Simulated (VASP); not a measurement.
# SbPb27S26 (a cell with a defect) in VASP: single point with PBE

Aim: the single point of SbPb27S26 (a cell with a defect) with PBE.

Program: VASP 6.6.1. These are calculated values, not measurements. Logs are shortened: lines on timing, memory, paths and dates and some standing lists are left out, and cuts for length are marked.

**1. The cell of the first run**

The cell holds a defect, 54 atoms: a = 12.583 Å, b = 12.583 Å, c = 12.583 Å, α = 60.00°, β = 60.00°, γ = 60.00°.

**2. Single point, PBE**

Input file INCAR:

```
SYSTEM = SbPb27S26
ALGO     = Normal         ! electronic algorithm
EDIFF    = 1E-6           ! SCF threshold, eV
ENCUT    = 520            ! plane-wave cutoff, eV
GGA      = PE             ! functional
ISIF     = 2              ! what is computed and relaxed
ISMEAR   = -1             ! smearing method
LASPH    = .True.         ! aspherical terms in the spheres
LCHARG   = .False.        ! write CHGCAR
LREAL    = Auto         
LUSENCCL = .False.      
LWAVE    = .False.        ! write WAVECAR
NBANDS   = 302            ! bands
NELECT   = 540.0        
NELM     = 100            ! most SCF steps
PREC     = Accurate       ! precision mode
SIGMA    = 0.01           ! smearing width, eV
```

Input file KPOINTS:

```
k-points
0
Gamma
  2 2 2
  0 0 0
```

Input file POSCAR:

```
SbPb27S26
1.0
    0.0000000000      8.8972500000      8.8972500000
    8.8972500000      0.0000000000      8.8972500000
    8.8972500000      8.8972500000      0.0000000000
Pb Sb S
27 1 26
Direct
    0.0004299977      0.0004299977      0.0004299977
   -0.0034397364     -0.0034397364      0.3367730698
    0.0004299977      0.0004299977      0.6653766735
   -0.0034397364      0.3367730698     -0.0034397364
   -0.0034397364      0.3367730698      0.3367730698
   -0.0011669141      0.3345002474      0.6666666667
    0.0004299977      0.6653766735      0.0004299977
   -0.0011669141      0.6666666667      0.3345002474
   -0.0011669141      0.6666666667      0.6666666667
    0.3367730698     -0.0034397364     -0.0034397364
    0.3367730698     -0.0034397364      0.3367730698
    0.3345002474     -0.0011669141      0.6666666667
    0.3367730698      0.3367730698     -0.0034397364
    0.3329033356      0.3329033356      0.3329033356
    0.3329033356      0.3329033356      0.6679566599
    0.3345002474      0.6666666667     -0.0011669141
    0.3329033356      0.6679566599      0.3329033356
    0.3345002474      0.6666666667      0.6666666667
    0.6653766735      0.0004299977      0.0004299977
    0.6666666667     -0.0011669141      0.3345002474
    0.6666666667     -0.0011669141      0.6666666667
    0.6666666667      0.3345002474     -0.0011669141
    0.6679566599      0.3329033356      0.3329033356
    0.6666666667      0.3345002474      0.6666666667
    0.6666666667      0.6666666667     -0.0011669141
    0.6666666667      0.6666666667      0.3345002474
    0.6666666667      0.6666666667      0.6666666667
    0.1666666667      0.1666666667      0.1666666667
    0.1666666667      0.1666666667      0.5022134632
    0.1666666667      0.1666666667      0.8311198702
    0.1666666667      0.5022134632      0.1666666667
    0.1676949700      0.4996572322      0.4996572322
    0.1666666667      0.5022134632      0.8311198702
    0.1666666667      0.8311198702      0.1666666667
    0.1666666667      0.8311198702      0.5022134632
    0.1656383633      0.8336761011      0.8336761011
    0.5022134632      0.1666666667      0.1666666667
    0.4996572322      0.1676949700      0.4996572322
    0.5022134632      0.1666666667      0.8311198702
    0.4996572322      0.4996572322      0.1676949700
    0.4996572322      0.4996572322      0.4996572322
    0.5031302078      0.5031302078      0.8302031256
    0.5022134632      0.8311198702      0.1666666667
    0.5031302078      0.8302031256      0.5031302078
    0.5031302078      0.8302031256      0.8302031256
    0.8311198702      0.1666666667      0.1666666667
    0.8311198702      0.1666666667      0.5022134632
    0.8336761011      0.1656383633      0.8336761011
    0.8311198702      0.5022134632      0.1666666667
    0.8302031256      0.5031302078      0.5031302078
    0.8302031256      0.5031302078      0.8302031256
    0.8336761011      0.8336761011      0.1656383633
    0.8302031256      0.8302031256      0.5031302078
    0.8336761011      0.8336761011      0.8336761011
```

Potentials or basis: VASP PAW PBE potentials, release 64 (Pb_d, Sb, S).

Started as:

```console
$ cat potpaw_PBE.64/Pb_d/POTCAR potpaw_PBE.64/Sb/POTCAR potpaw_PBE.64/S/POTCAR > POTCAR
$ mpirun -np 1 vasp_std > vasp.out
```

OUTCAR:

```text
SYSTEM = SbPb27S26
   EDIFF = 1E-6
   ENCUT = 520
   GGA = PE
   ISIF = 2
   ISMEAR = -1
   LASPH = .True.
   LREAL = Auto
   NELECT = 540.0
   NELM = 100
   PREC = Accurate

 ion  position               nearest neighbor table
   1  0.000  0.000  0.000-  30 2.96  34 2.96  46 2.96  36 2.97  48 2.97  52 2.97
   2  0.997  0.997  0.337-  53 2.96  47 2.99  35 2.99  34 2.99  46 2.99  28 3.03
   3  0.000  0.000  0.665-  35 2.96  47 2.96  29 2.96  36 2.97  48 2.97  54 2.97
   4  0.997  0.337  0.997-  51 2.96  49 2.99  33 2.99  30 2.99  46 2.99  28 3.03
   5  0.997  0.337  0.337-  50 2.96  31 2.99  29 2.99  49 2.99  47 2.99  28 3.03
   6  0.999  0.335  0.667-  50 2.96  51 2.96  29 2.96  30 2.96  32 2.97  48 2.97
[... 46 lines left out ...]
  53  0.830  0.830  0.503-  27 2.91  21 2.96   9 2.96   8 2.96  20 2.96   2 2.96
  54  0.834  0.834  0.834-   3 2.97   7 2.97  19 2.97   9 2.97  21 2.97  25 2.97

  LATTYP: Found a face centered cubic cell.
 ALAT       =    17.7945000000

  Lattice vectors:

 A1 = (   0.0000000000,   8.8972500000,   8.8972500000)
 A2 = (   8.8972500000,   0.0000000000,   8.8972500000)
 A3 = (   8.8972500000,   8.8972500000,   0.0000000000)

Analysis of symmetry for initial positions (statically):
=====================================================================
 Subroutine PRICEL returns:
 Original cell was already a primitive cell.

 Routine SETGRP: Setting up the symmetry group for a
 face centered cubic supercell.

 Subroutine GETGRP returns: Found 48 space group operations
 (whereof  6 operations were pure point group operations)
 out of a pool of 48 trial point group operations.

The static configuration has the point symmetry C_3v.
 The point group associated with its full space group is O_h .

Analysis of symmetry for dynamics (positions and initial velocities):
=====================================================================
 Subroutine PRICEL returns:
 Original cell was already a primitive cell.

 Routine SETGRP: Setting up the symmetry group for a
 face centered cubic supercell.

 Subroutine GETGRP returns: Found 48 space group operations
 (whereof  6 operations were pure point group operations)
 out of a pool of 48 trial point group operations.

The dynamic configuration has the point symmetry C_3v.
 The point group associated with its full space group is O_h .

 Subroutine INISYM returns: Found 48 space group operations
 (whereof  6 operations are pure point group operations),
 and found     1 'primitive' translations

----------------------------------------------------------------------------------------

                                     Primitive cell

  volume of cell :    1408.6314

  direct lattice vectors                    reciprocal lattice vectors
     0.000000000  8.897250000  8.897250000    -0.056197140  0.056197140  0.056197140
     8.897250000  0.000000000  8.897250000     0.056197140 -0.056197140  0.056197140
     8.897250000  8.897250000  0.000000000     0.056197140  0.056197140 -0.056197140

  length of vectors
    12.582611618 12.582611618 12.582611618     0.097336301  0.097336301  0.097336301

  position of ions in fractional coordinates (direct lattice)
     0.000429998  0.000429998  0.000429998
     0.996560264  0.996560264  0.336773070
     0.000429998  0.000429998  0.665376673
     0.996560264  0.336773070  0.996560264
     0.996560264  0.336773070  0.336773070
     0.998833086  0.334500247  0.666666667
[... 46 lines left out ...]
     0.830203126  0.830203126  0.503130208
     0.833676101  0.833676101  0.833676101

  ion indices of the primitive-cell ions
   primitive index   ion index
                 1           1
                 2           2
                 3           3
                 4           4
                 5           5
                 6           6
[... 46 lines left out ...]
                53          53
                54          54

----------------------------------------------------------------------------------------

 KPOINTS: k-points

Automatic generation of k-mesh.
 Grid dimensions read from file:
 generate k-points for:    2    2    2

 Generating k-lattice:

  Cartesian coordinates                     Fractional coordinates (reciprocal lattice)
    -0.028098570  0.028098570  0.028098570     0.500000000  0.000000000  0.000000000
     0.028098570 -0.028098570  0.028098570     0.000000000  0.500000000  0.000000000
     0.028098570  0.028098570 -0.028098570     0.000000000  0.000000000  0.500000000

  Length of vectors
     0.048668150  0.048668150  0.048668150

  Shift w.r.t. Gamma in fractional coordinates (k-lattice)
     0.000000000  0.000000000  0.000000000

 Subroutine IBZKPT returns following result:
 ===========================================

 Found      3 irreducible k-points:

 Following reciprocal coordinates:
            Coordinates               Weight
  0.000000  0.000000  0.000000      1.000000
  0.500000  0.000000  0.000000      4.000000
  0.500000  0.500000  0.000000      3.000000
   k-points           NKPTS =      3   k-points in BZ     NKDIM =      3   number of bands    NBANDS=    302
   number of dos      NEDOS =    301   number of ions     NIONS =     54
   total plane-waves  NPLWV = 884736
   dimension x,y,z NGX =    96 NGY =   96 NGZ =   96
   dimension x,y,z NGXF=   192 NGYF=  192 NGZF=  192
   ions per type =              27   1  26
   NGX,Y,Z   is equivalent  to a cutoff of  12.68, 12.68, 12.68 a.u.
   NGXF,Y,Z  is equivalent  to a cutoff of  25.37, 25.37, 25.37 a.u.
 SYSTEM =  SbPb27S26
   PREC   = accura    normal or accurate (medium, high low for compatibility)
   ISTART =      0    job   : 0-new  1-cont  2-samecut
   ICHARG =      2    charge: 1-file 2-atom 10-const
   ISPIN  =      1    spin polarized calculation?
   LNONCOLLINEAR =      F non collinear calculations
   LSORBIT =      F    spin-orbit coupling
   LASPH  =      T    aspherical Exc in radial PAW
   ENCUT  =  520.0 eV  38.22 Ry    6.18 a.u.  23.40 23.40 23.40*2*pi/ulx,y,z
   NELM   =    100;   NELMIN=  2; NELMDL= -5     # of ELM steps
   EDIFF  = 0.1E-05   stopping-criterion for ELM
   LREAL  =      T    real-space projection
   EDIFFG = 0.1E-04   stopping-criterion for IOM
   NSW    =      0    number of steps for IOM
[... 5 lines left out ...]
   TEBEG  =    0.0;   TEEND  =   0.0 temperature during run
   PSTRESS=    0.0 pullay stress
   NELECT =     540.0000    total number of electrons
   NUPDOWN=      -1.0000    fix difference up-down
   EMIN   =  10.00;   EMAX   =-10.00  energy-range for DOS
   EFERMI =   0.00;   METHOD = LEGACY
   ISMEAR =    -1;   SIGMA  =   0.01  broadening in eV -4-tet -1-fermi 0-gaus
   EFERMI_NEDOS =   21; number of points for ismear=-14 and -15
   IALGO  =     38    algorithm
   IMIX   =      4    mixing-type and parameters
     AMIX     =   0.40;   BMIX     =  1.00
     AMIX_MAG =   1.60;   BMIX_MAG =  1.00
  volume/ion in A,a.u.               =      26.09       176.04
  Fermi-wavevector in a.u.,A,eV,Ry     =   1.189251  2.247359 19.242973  1.414319
  Thomas-Fermi vector in A             =   2.325363
   LORBIT       =      0    0 simple, 1 ext, 2 COOP (PROOUT), +10 PAW based schemes
   GGA     = PE    functional components
   LHFCALC =     F    Hartree Fock is set to
   AEXX    =    0.0000 exact exchange contribution
   IVDW    =     0    specifies the selected vdW correction
   LEPSILON=     F    determine dielectric tensor
   LRPA    =     F    only Hartree local field effects (RPA)
 non-spin polarized calculation
  energy-cutoff  :      520.00
  volume of cell :     1408.63
 maximum number of plane-waves:     38013
 NGX is ok and might be reduce to    96
   NGX = 47   NGY = 47   NGZ = 47

 number of electron     539.9999983 magnetization

 Free energy of the ion-electron system (eV)
  ---------------------------------------------------
  ext. energy  EPLUGINS =         0.00000000
  ---------------------------------------------------
  free energy    TOTEN  =      -228.37491417 eV

  energy without entropy =     -228.37490099  energy(sigma->0) =     -228.37490758

 E-fermi :   6.1889     XC(G=0):  -9.7321

 val. band max:        6.0919389136   @ k =   0.5000   0.0000   0.0000
 cond. band min:       6.2858221970   @ k =   0.5000   0.0000   0.0000
 fundamental gap:      0.1938832834
 Fermi energy:         6.1888805605

 k-point     1 :       0.0000    0.0000    0.0000
  band No.  band energies     occupation
      1     -11.0335      2.00000
      2     -11.0335      2.00000
      3     -11.0335      2.00000
      4     -11.0273      2.00000
      5     -11.0273      2.00000
      6     -11.0273      2.00000
[... 274 lines left out ...]
    281       8.4133      0.00000
    282       8.4184      0.00000

 k-point     2 :       0.5000    0.0000    0.0000
  band No.  band energies     occupation
      1     -11.0527      2.00000
      2     -11.0431      2.00000
      3     -11.0431      2.00000
      4     -11.0378      2.00000
      5     -11.0376      2.00000
      6     -11.0376      2.00000
[... 274 lines left out ...]
    281       7.7666      0.00000
    282       7.7666      0.00000

 k-point     3 :       0.5000    0.5000    0.0000
  band No.  band energies     occupation
      1     -11.0727      2.00000
      2     -11.0507      2.00000
      3     -11.0507      2.00000
      4     -11.0197      2.00000
      5     -11.0156      2.00000
      6     -11.0156      2.00000
[... 274 lines left out ...]
    281       7.8120      0.00000
    282       7.9644      0.00000
 [bands above 282 left out]

------------------------ aborting loop because EDIFF is reached ----------------------------------------

  FORCE on cell =-STRESS in cart. coord.  units (eV):
  Direction    XX          YY          ZZ          XY          YZ          ZX
  --------------------------------------------------------------------------------------
  -------------------------------------------------------------------------------------
  Total       34.9787968     34.9787968     34.9787968     -0.0000000      0.0000000     -0.0000000
  in kB       39.7848818     39.7848818     39.7848818     -0.0000000      0.0000000     -0.0000000
  external PRESSURE =      39.7848818 kB  Pullay stress =       0.0000000 kB

 VOLUME and BASIS-vectors are now :
 -----------------------------------------------------------------------------
  energy-cutoff  :      520.00
  volume of cell :     1408.63
      direct lattice vectors                 reciprocal lattice vectors
     0.000000000  8.897250000  8.897250000    -0.056197140  0.056197140  0.056197140
     8.897250000  0.000000000  8.897250000     0.056197140 -0.056197140  0.056197140
     8.897250000  8.897250000  0.000000000     0.056197140  0.056197140 -0.056197140

 POSITION                                       TOTAL-FORCE (eV/Angst)
 -----------------------------------------------------------------------------------
      0.00765      0.00765      0.00765        -0.000655     -0.000655     -0.000655
     11.86300     11.86300     17.73329        -0.000000      0.000000     -0.003861
      5.92385      5.92385      0.00765         0.000655      0.000655     -0.000655
     11.86300     17.73329     11.86300        -0.000000     -0.003861      0.000000
      5.99271     11.86300     11.86300         0.003861      0.000000      0.000000
      8.90763     14.81837     11.86300        -0.005994      0.005994      0.000000
[... 46 lines left out ...]
     11.86300     11.86300     14.77305        -0.000000      0.000000      0.007982
     14.83485     14.83485     14.83485        -0.004417     -0.004417     -0.004417
 -----------------------------------------------------------------------------------
    total drift:                                0.000012      0.000012      0.000012

  FREE ENERGIE OF THE ION-ELECTRON SYSTEM (eV)
  ---------------------------------------------------
  free  energy   TOTEN  =      -228.3749141713 eV

  energy  without entropy=     -228.3749009879  energy(sigma->0) =     -228.37490758
```

It took 3 min on 1 × NVIDIA H100 80GB with 1 thread of AMD EPYC 7R13 (Zen 3), shared host; peak memory 2.6 GiB.

What came out:

| Quantity | Value |
| --- | --- |
| Free energy | -228.3749 eV |
| Largest force | 0.008 eV/Å |

Forces in eV/Å, atoms in the order of the input:
```
Pb  -0.001 -0.001 -0.001
Pb   0.000  0.000 -0.004
Pb   0.001  0.001 -0.001
Pb   0.000 -0.004  0.000
Pb   0.004  0.000  0.000
Pb  -0.006  0.006  0.000
Pb   0.001 -0.001  0.001
Pb  -0.006  0.000  0.006
Pb   0.000  0.006  0.006
Pb  -0.004  0.000  0.000
Pb   0.000  0.004  0.000
Pb   0.006 -0.006  0.000
Pb   0.000  0.000  0.004
Pb   0.001  0.001  0.001
Pb  -0.001 -0.001  0.001
Pb   0.006  0.000 -0.006
Pb  -0.001  0.001 -0.001
Pb   0.000 -0.006 -0.006
Pb  -0.001  0.001  0.001
Pb   0.000 -0.006  0.006
Pb   0.006  0.000  0.006
Pb   0.000  0.006 -0.006
Pb   0.001 -0.001 -0.001
Pb  -0.006  0.000 -0.006
Pb   0.006  0.006  0.000
Pb  -0.006 -0.006  0.000
Pb   0.000  0.000  0.000
Sb   0.000  0.000  0.000
S    0.002  0.002  0.000
S   -0.002 -0.002  0.000
S    0.002  0.000  0.002
S    0.004 -0.004 -0.004
S    0.000 -0.002  0.002
S   -0.002  0.000 -0.002
S    0.000  0.002 -0.002
S   -0.004  0.004  0.004
S    0.000  0.002  0.002
S   -0.004  0.004 -0.004
S   -0.002  0.000  0.002
S   -0.004 -0.004  0.004
S    0.004  0.004  0.004
S    0.000  0.000 -0.008
S   -0.002  0.002  0.000
S    0.000 -0.008  0.000
S    0.008  0.000  0.000
S    0.000 -0.002 -0.002
S    0.002  0.000 -0.002
S    0.004 -0.004  0.004
S    0.002 -0.002  0.000
S   -0.008  0.000  0.000
S    0.000  0.008  0.000
S    0.004  0.004 -0.004
S    0.000  0.000  0.008
S   -0.004 -0.004 -0.004
```

Caveat: the cell carries a net charge on a neutralising background, which shifts energy and pressure; the cell is charged against a uniform background, so pressure and absolute levels hang on convention; spin-orbit coupling is left out, which moves the levels of the heavy elements.
